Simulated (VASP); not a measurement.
# CdSe (P6_3mc) in VASP: further runs

Runs on CdSe. Level: LDA. Tasks: single point, relaxation of cell and atoms.

All numbers are computed with VASP 6.6.1; they aren't measurements. Logs are shortened: lines on timing, memory, paths and dates and some standing lists are left out, and cuts for length are marked.

## 1. The cell of the first run

The structure is hexagonal, space group P6_3mc (No. 186). The conventional cell has a = 4.304 Å, b = 4.304 Å, c = 7.026 Å, α = 90.00°, β = 90.00°, γ = 120.00°. Cd (site symmetry 3m) has 4 Se at 2.63 to 2.64 Å within 3.5 Å. Se (site symmetry 3m) has 4 Cd at 2.63 to 2.64 Å within 3.5 Å.

## 2. Single point, LDA

INCAR reads:

```
ALGO = Normal ; EDIFF = 1E-7
ENCUT = 520 ; GGA = CA
ISIF = 2 ; ISMEAR = 0
LASPH = T ; LCHARG = F
LREAL = F ; LWAVE = F
NBANDS = 26 ; NELM = 80
PREC = Accurate ; SIGMA = 0.01
```

KPOINTS reads:

```
k-points
0
Gamma
  6 6 4
```

POSCAR reads:

```
CdSe
1.0
    4.3042663244      0.0000000000      0.0000000000
   -2.1521331622      3.7276039816      0.0000000000
    0.0000000000      0.0000000000      7.0257510288
Cd Se
2 2
Direct
    0.3333333333      0.6666666667      0.0046706144
    0.6666666667      0.3333333333      0.5046706144
    0.3333333333      0.6666666667      0.3803293856
    0.6666666667      0.3333333333      0.8803293856
```

Potentials or basis: VASP PAW LDA potentials, release 64 (Cd, Se).

Run with:

```sh
$ cat potpaw_LDA.64/Cd/POTCAR potpaw_LDA.64/Se/POTCAR > POTCAR
$ mpirun -np 1 vasp_std > vasp.out
```

OUTCAR:

```text
EDIFF = 1E-7
   ENCUT = 520
   GGA = CA
   ISIF = 2
   ISMEAR = 0
   LASPH = T
   LREAL = F
   NELM = 80
   PREC = Accurate

 ion  position               nearest neighbor table
   1  0.333  0.667  0.005-   4 2.63   4 2.63   4 2.63   3 2.64
   2  0.667  0.333  0.505-   3 2.63   3 2.63   3 2.63   4 2.64
   3  0.333  0.667  0.380-   2 2.63   2 2.63   2 2.63   1 2.64
   4  0.667  0.333  0.880-   1 2.63   1 2.63   1 2.63   2 2.64

  LATTYP: Found a hexagonal cell.
 ALAT       =     4.3042663244
 C/A-ratio  =     1.6322760952

  Lattice vectors:

 A1 = (   4.3042663244,   0.0000000000,   0.0000000000)
 A2 = (  -2.1521331622,   3.7276039816,   0.0000000000)
 A3 = (   0.0000000000,   0.0000000000,   7.0257510288)

Analysis of symmetry for initial positions (statically):
=====================================================================
 Subroutine PRICEL returns:
 Original cell was already a primitive cell.

 Routine SETGRP: Setting up the symmetry group for a
 hexagonal supercell.

 Subroutine GETGRP returns: Found 12 space group operations
 (whereof  6 operations were pure point group operations)
 out of a pool of 24 trial point group operations.

The static configuration has the point symmetry C_3v.
 The point group associated with its full space group is C_6v.

Analysis of symmetry for dynamics (positions and initial velocities):
=====================================================================
 Subroutine PRICEL returns:
 Original cell was already a primitive cell.

 Routine SETGRP: Setting up the symmetry group for a
 hexagonal supercell.

 Subroutine GETGRP returns: Found 12 space group operations
 (whereof  6 operations were pure point group operations)
 out of a pool of 24 trial point group operations.

The dynamic configuration has the point symmetry C_3v.
 The point group associated with its full space group is C_6v.

 Subroutine INISYM returns: Found 12 space group operations
 (whereof  6 operations are pure point group operations),
 and found     1 'primitive' translations

----------------------------------------------------------------------------------------

                                     Primitive cell

  volume of cell :     112.7254

  direct lattice vectors                    reciprocal lattice vectors
     4.304266324  0.000000000  0.000000000     0.232327631  0.134134421  0.000000000
    -2.152133162  3.727603982  0.000000000     0.000000000  0.268268841  0.000000000
     0.000000000  0.000000000  7.025751029     0.000000000  0.000000000  0.142333538

  length of vectors
     4.304266324  4.304266324  7.025751029     0.268268841  0.268268841  0.142333538

  position of ions in fractional coordinates (direct lattice)
     0.333333333  0.666666667  0.004670614
     0.666666667  0.333333333  0.504670614
     0.333333333  0.666666667  0.380329386
     0.666666667  0.333333333  0.880329386

  ion indices of the primitive-cell ions
   primitive index   ion index
                 1           1
                 2           2
                 3           3
                 4           4

----------------------------------------------------------------------------------------

 KPOINTS: k-points

Automatic generation of k-mesh.
 Grid dimensions read from file:
 generate k-points for:    6    6    4

 Generating k-lattice:

  Cartesian coordinates                     Fractional coordinates (reciprocal lattice)
     0.038721272  0.022355737  0.000000000     0.166666667 -0.000000000  0.000000000
     0.000000000  0.044711474  0.000000000     0.000000000  0.166666667  0.000000000
     0.000000000  0.000000000  0.035583384     0.000000000  0.000000000  0.250000000

  Length of vectors
     0.044711474  0.044711474  0.035583384

  Shift w.r.t. Gamma in fractional coordinates (k-lattice)
     0.000000000  0.000000000  0.000000000

 Subroutine IBZKPT returns following result:
 ===========================================

 Found     21 irreducible k-points:

 Following reciprocal coordinates:
            Coordinates               Weight
  0.000000  0.000000  0.000000      1.000000
  0.166667  0.000000  0.000000      6.000000
  0.333333 -0.000000  0.000000      6.000000
  0.500000  0.000000  0.000000      3.000000
  0.166667  0.166667  0.000000      6.000000
  0.333333  0.166667  0.000000     12.000000
[... 13 lines left out ...]
  0.333333  0.166667  0.500000     12.000000
  0.333333  0.333333  0.500000      2.000000
   k-points           NKPTS =     21   k-points in BZ     NKDIM =     21   number of bands    NBANDS=     26
   number of dos      NEDOS =    301   number of ions     NIONS =      4
   total plane-waves  NPLWV =  55296
   dimension x,y,z NGX =    32 NGY =   32 NGZ =   54
   dimension x,y,z NGXF=    64 NGYF=   64 NGZF=  108
   ions per type =               2   2
   NGX,Y,Z   is equivalent  to a cutoff of  12.36, 12.36, 12.78 a.u.
   NGXF,Y,Z  is equivalent  to a cutoff of  24.72, 24.72, 25.56 a.u.
 SYSTEM =  unknown system
   PREC   = accura    normal or accurate (medium, high low for compatibility)
   ISTART =      0    job   : 0-new  1-cont  2-samecut
   ICHARG =      2    charge: 1-file 2-atom 10-const
   ISPIN  =      1    spin polarized calculation?
   LNONCOLLINEAR =      F non collinear calculations
   LSORBIT =      F    spin-orbit coupling
   LASPH  =      T    aspherical Exc in radial PAW
   ENCUT  =  520.0 eV  38.22 Ry    6.18 a.u.   8.00  8.00 13.06*2*pi/ulx,y,z
   NELM   =     80;   NELMIN=  2; NELMDL= -5     # of ELM steps
   EDIFF  = 0.1E-06   stopping-criterion for ELM
   LREAL  =      F    real-space projection
   EDIFFG = 0.1E-05   stopping-criterion for IOM
   NSW    =      0    number of steps for IOM
   IBRION =     -1    ionic relax: 0-MD 1-quasi-New 2-CG
   NFREE  =      0    steps in history (QN), initial steepest desc. (CG)
   ISIF   =      2    stress and relaxation
   ISYM   =      2    0-nonsym 1-usesym 2-fastsym
   POTIM  = 0.5000    time-step for ionic-motion
   TEBEG  =    0.0;   TEEND  =   0.0 temperature during run
   PSTRESS=    0.0 pullay stress
   NELECT =      36.0000    total number of electrons
   NUPDOWN=      -1.0000    fix difference up-down
   EMIN   =  10.00;   EMAX   =-10.00  energy-range for DOS
   EFERMI =   0.00;   METHOD = LEGACY
   ISMEAR =     0;   SIGMA  =   0.01  broadening in eV -4-tet -1-fermi 0-gaus
   EFERMI_NEDOS =   21; number of points for ismear=-14 and -15
   IALGO  =     38    algorithm
   IMIX   =      4    mixing-type and parameters
     AMIX     =   0.40;   BMIX     =  1.00
     AMIX_MAG =   1.60;   BMIX_MAG =  1.00
  volume/ion in A,a.u.               =      28.18       190.18
  Fermi-wavevector in a.u.,A,eV,Ry     =   1.119013  2.114628 17.037079  1.252190
  Thomas-Fermi vector in A             =   2.255649
   LORBIT       =      0    0 simple, 1 ext, 2 COOP (PROOUT), +10 PAW based schemes
   GGA     = CA    functional components
   LHFCALC =     F    Hartree Fock is set to
   AEXX    =    0.0000 exact exchange contribution
   IVDW    =     0    specifies the selected vdW correction
   LEPSILON=     F    determine dielectric tensor
   LRPA    =     F    only Hartree local field effects (RPA)
 non-spin polarized calculation
 Gauss-broadening in eV      SIGMA  =   0.01
  energy-cutoff  :      520.00
  volume of cell :      112.73
 maximum number of plane-waves:      3054
   NGX = 17   NGY = 17   NGZ = 27

 number of electron      35.9999993 magnetization

 Free energy of the ion-electron system (eV)
  ---------------------------------------------------
  ext. energy  EPLUGINS =         0.00000000
  ---------------------------------------------------
  free energy    TOTEN  =       -13.49700760 eV

  energy without entropy =      -13.49700760  energy(sigma->0) =      -13.49700760

 E-fermi :   0.8622     XC(G=0):  -9.2758

 val. band max:        0.8035000840   @ k =   0.0000   0.0000   0.0000
 cond. band min:       1.2157693424   @ k =   0.0000   0.0000   0.0000
 fundamental gap:      0.4122692585
 Fermi energy:         0.8622253174

 k-point     1 :       0.0000    0.0000    0.0000
  band No.  band energies     occupation
      1     -11.8398      2.00000
      2     -11.4568      2.00000
      3      -7.1391      2.00000
      4      -7.1314      2.00000
      5      -7.1314      2.00000
      6      -7.0635      2.00000
[... 18 lines left out ...]
     25       7.7005      0.00000
     26       8.2734      0.00000

 k-point     2 :       0.1667    0.0000    0.0000
  band No.  band energies     occupation
      1     -11.7560      2.00000
      2     -11.4193      2.00000
      3      -7.1133      2.00000
      4      -7.1025      2.00000
      5      -7.0691      2.00000
      6      -7.0253      2.00000
[... 18 lines left out ...]
     25       7.8543      0.00000
     26       8.3247      0.00000

 k-point     3 :       0.3333   -0.0000    0.0000
  band No.  band energies     occupation
      1     -11.5731      2.00000
      2     -11.3560      2.00000
      3      -7.0690      2.00000
      4      -7.0574      2.00000
      5      -6.9548      2.00000
      6      -6.9413      2.00000
[... 18 lines left out ...]
     25       8.4855      0.00000
     26       8.8554      0.00000

 k-point     4 :       0.5000    0.0000    0.0000
  band No.  band energies     occupation
      1     -11.4632      2.00000
      2     -11.3412      2.00000
      3      -7.0543      2.00000
      4      -7.0428      2.00000
      5      -6.9033      2.00000
      6      -6.8879      2.00000
[... 18 lines left out ...]
     25       8.5663      0.00000
     26      10.2796      0.00000
[... 409 lines left out ...]
      1     -11.4906      2.00000
      2     -11.4906      2.00000
      3      -7.0339      2.00000
      4      -7.0339      2.00000
      5      -7.0126      2.00000
      6      -7.0126      2.00000
[... 18 lines left out ...]
     25       8.1650      0.00000
     26       8.1650      0.00000

 k-point    20 :       0.3333    0.1667    0.5000
  band No.  band energies     occupation
      1     -11.3960      2.00000
      2     -11.3960      2.00000
      3      -7.0091      2.00000
      4      -7.0091      2.00000
      5      -6.9767      2.00000
      6      -6.9767      2.00000
[... 18 lines left out ...]
     25       8.6239      0.00000
     26       8.6239      0.00000

 k-point    21 :       0.3333    0.3333    0.5000
  band No.  band energies     occupation
      1     -11.3652      2.00000
      2     -11.3652      2.00000
      3      -6.9866      2.00000
      4      -6.9866      2.00000
      5      -6.9762      2.00000
      6      -6.9762      2.00000
[... 18 lines left out ...]
     25       9.4513      0.00000
     26       9.5093      0.00000

------------------------ aborting loop because EDIFF is reached ----------------------------------------

  FORCE on cell =-STRESS in cart. coord.  units (eV):
  Direction    XX          YY          ZZ          XY          YZ          ZX
  --------------------------------------------------------------------------------------
  -------------------------------------------------------------------------------------
  Total       -1.1348722     -1.1348722     -1.1378104      0.0000000      0.0000000      0.0000000
  in kB      -16.1300566    -16.1300566    -16.1718171      0.0000000      0.0000000      0.0000000
  external PRESSURE =     -16.1439768 kB  Pullay stress =       0.0000000 kB

 VOLUME and BASIS-vectors are now :
 -----------------------------------------------------------------------------
  energy-cutoff  :      520.00
  volume of cell :      112.73
      direct lattice vectors                 reciprocal lattice vectors
     4.304266324  0.000000000  0.000000000     0.232327631  0.134134421  0.000000000
    -2.152133162  3.727603982  0.000000000     0.000000000  0.268268841  0.000000000
     0.000000000  0.000000000  7.025751029     0.000000000  0.000000000  0.142333538

 POSITION                                       TOTAL-FORCE (eV/Angst)
 -----------------------------------------------------------------------------------
     -0.00000      2.48507      0.03281         0.000000      0.000000      0.000464
      2.15213      1.24253      3.54569        -0.000000      0.000000      0.000464
     -0.00000      2.48507      2.67210         0.000000     -0.000000     -0.000464
      2.15213      1.24253      6.18498         0.000000      0.000000     -0.000464
 -----------------------------------------------------------------------------------
    total drift:                               -0.000000      0.000000      0.000413

  FREE ENERGIE OF THE ION-ELECTRON SYSTEM (eV)
  ---------------------------------------------------
  free  energy   TOTEN  =       -13.4970076008 eV

  energy  without entropy=      -13.4970076008  energy(sigma->0) =      -13.49700760
```

Wall time 93 s (1 thread of Intel Xeon 8259CL, shared host); peak memory 0.21 GiB.

Results:

```
Free energy            : -13.4970 eV
Pressure               : -1.6 GPa
Band gap on the k mesh : 0.41 eV
```

Levels at points of the mesh, in eV from the valence-band top:
```csv
k point,band 16,band 17,band 18,band 19,band 20,band 21
"(0.00, 0.00, 0.00)",-0.05,0.00,0.00,0.41,2.00,5.71
"(0.50, 0.00, 0.00)",-1.89,-1.37,-0.77,3.04,3.15,4.60
"(0.00, 0.00, 0.50)",-0.41,-0.41,-0.41,2.18,2.18,5.67
"(0.50, 0.00, 0.50)",-1.39,-1.37,-1.37,2.74,2.74,4.70
```

Caveat: semilocal functionals underestimate gaps, and a narrow one can read as zero.

## 3. Single point, LDA

INCAR reads:

```
SYSTEM = CdSe
  PREC = Accurate
  ENCUT = 520
  EDIFF = 1E-6
  ISMEAR = 0
  SIGMA = 0.01
  LREAL = .FALSE.
  LASPH = .TRUE.
  NELM = 80
  ALGO = Normal
  ISIF = 2
  LWAVE = .FALSE.
  LCHARG = .FALSE.
  GGA = CA
  NBANDS = 26
```

KPOINTS reads:

```
regular mesh
0
G
  6 6 4
  0 0 0
```

POSCAR is that of step 2.

Potentials or basis: VASP PAW LDA potentials, release 64 (Cd, Se).

Run with:

```sh
$ cat potpaw_LDA.64/Cd/POTCAR potpaw_LDA.64/Se/POTCAR > POTCAR
$ mpirun -np 1 vasp_std > vasp.out
```

Run time: 86 s. Hardware: 1 thread of Intel Xeon 8259CL, shared host; peak memory 0.21 GiB.

It converged, with:

```yaml
Free_energy: -13.4970 eV
Pressure: -1.6 GPa
Band_gap_on_the_k_mesh: 0.41 eV
```

Levels at points of the mesh, in eV from the valence-band top:
| k point | band 14 | band 15 | band 16 | band 17 | band 18 | band 19 | band 20 | band 21 | band 22 | band 23 |
| --- | --- | --- | --- | --- | --- | --- | --- | --- | --- | --- |
| (0.00, 0.00, 0.00) | -0.78 | -0.78 | -0.05 | 0.00 | 0.00 | 0.41 | 2.00 | 5.71 | 5.71 | 5.99 |
| (0.50, 0.00, 0.00) | -3.72 | -2.71 | -1.89 | -1.37 | -0.77 | 3.04 | 3.15 | 4.60 | 5.96 | 6.32 |
| (0.00, 0.00, 0.50) | -2.75 | -0.41 | -0.41 | -0.41 | -0.41 | 2.18 | 2.18 | 5.67 | 5.67 | 6.13 |
| (0.50, 0.00, 0.50) | -4.30 | -1.39 | -1.39 | -1.37 | -1.37 | 2.74 | 2.74 | 4.70 | 4.70 | 7.51 |

Caveat: semilocal functionals underestimate gaps, and a narrow one can read as zero.

## 4. Relaxation of cell and atoms, LDA, target pressure -2 GPa, at which the enthalpy is minimised

This run uses another cell than the first one, of 27.11 Å³/atom.

INCAR reads:

```
PREC = Accurate ; ENCUT = 600
EDIFF = 1E-7 ; ISMEAR = 0
SIGMA = 0.01 ; LREAL = F
LASPH = T ; NELM = 100
ALGO = Normal ; ISIF = 3
LWAVE = F ; LCHARG = F
IBRION = 2 ; NSW = 100
EDIFFG = -0.002 ; PSTRESS = -20.0
```

KPOINTS reads:

```
Automatic mesh
0
Gamma
  6 6 4
```

POSCAR reads:

```
CdSe
1.0
    4.2470825526      0.0000000000      0.0000000000
   -2.1235412763      3.6780813826      0.0000000000
    0.0000000000      0.0000000000      6.9420032420
Cd Se
2 2
Direct
    0.3333333333      0.6666666667      0.0048579434
    0.6666666667      0.3333333333      0.5048579434
    0.3333333333      0.6666666667      0.3801420566
    0.6666666667      0.3333333333      0.8801420566
```

Run with:

```sh
$ cat potpaw_LDA.64/Cd/POTCAR potpaw_LDA.64/Se/POTCAR > POTCAR
$ mpirun -np 1 vasp_std > vasp.out
```

Wall time 8.9 min (1 thread of Intel Xeon 8259CL, shared host); peak memory 0.24 GiB.

It converged, with:

| Quantity | Value |
| --- | --- |
| Free energy | -13.4859 eV |
| Relaxed volume | 28.39 Å³/atom |
| Relaxed cell | a = 4.315 Å, b = 4.315 Å, c = 7.042 Å, α = 90.00°, β = 90.00°, γ = 120.00° |
| Space group after relaxing (to 0.1 Å) | P6_3mc (No. 186) |
| Energy change on relaxing (the run minimises the enthalpy) | +6.6 meV/atom |
| Ionic steps | 11 |
| Pressure after relaxing | -2.0 GPa |
| Band gap on the k mesh | 0.40 eV |

The path:
```
step  energy change (eV)  largest force (eV/Å)  pressure (GPa)  volume (Å³)
   1              0.0000                0.0028            0.46       108.44
   2              0.0488                0.0085           -2.63       115.10
   3              0.0261                0.0062           -2.00       113.53
   4              0.0274                0.0063           -2.04       113.63
   5              0.0261                0.0047           -2.00       113.53
   6              0.0257                0.0042           -1.98       113.50
   7              0.0259                0.0044           -1.98       113.51
   8              0.0260                0.0046           -1.99       113.52
   9              0.0260                0.0034           -2.00       113.52
  10              0.0262                0.0002           -2.01       113.54
  11              0.0263                0.0006           -2.00       113.54
```

Final structure:
```
CELL_PARAMETERS angstrom
4.31473 0.00000 0.00000
-2.15736 3.73666 0.00000
0.00000 0.00000 7.04248
ATOMIC_POSITIONS crystal
Cd 0.33333 0.66667 0.00465
Cd 0.66667 0.33333 0.50465
Se 0.33333 0.66667 0.38035
Se 0.66667 0.33333 0.88035
```

Levels at points of the mesh, in eV from the valence-band top:
| k point | band 14 | band 15 | band 16 | band 17 | band 18 | band 19 | band 20 | band 21 | band 22 |
| --- | --- | --- | --- | --- | --- | --- | --- | --- | --- |
| (0.00, 0.00, 0.00) | -0.77 | -0.77 | -0.05 | 0.00 | 0.00 | 0.40 | 2.00 | 5.71 | 5.71 |
| (0.50, 0.00, 0.00) | -3.69 | -2.68 | -1.86 | -1.35 | -0.76 | 3.02 | 3.15 | 4.60 | 5.94 |
| (0.00, 0.00, 0.50) | -2.73 | -0.40 | -0.40 | -0.40 | -0.40 | 2.16 | 2.16 | 5.66 | 5.66 |
| (0.50, 0.00, 0.50) | -4.26 | -1.38 | -1.38 | -1.35 | -1.35 | 2.73 | 2.73 | 4.70 | 4.70 |

Caveat: the cell is relaxed towards a set pressure, so the run minimises the enthalpy, not the energy; semilocal functionals underestimate gaps, and a narrow one can read as zero.
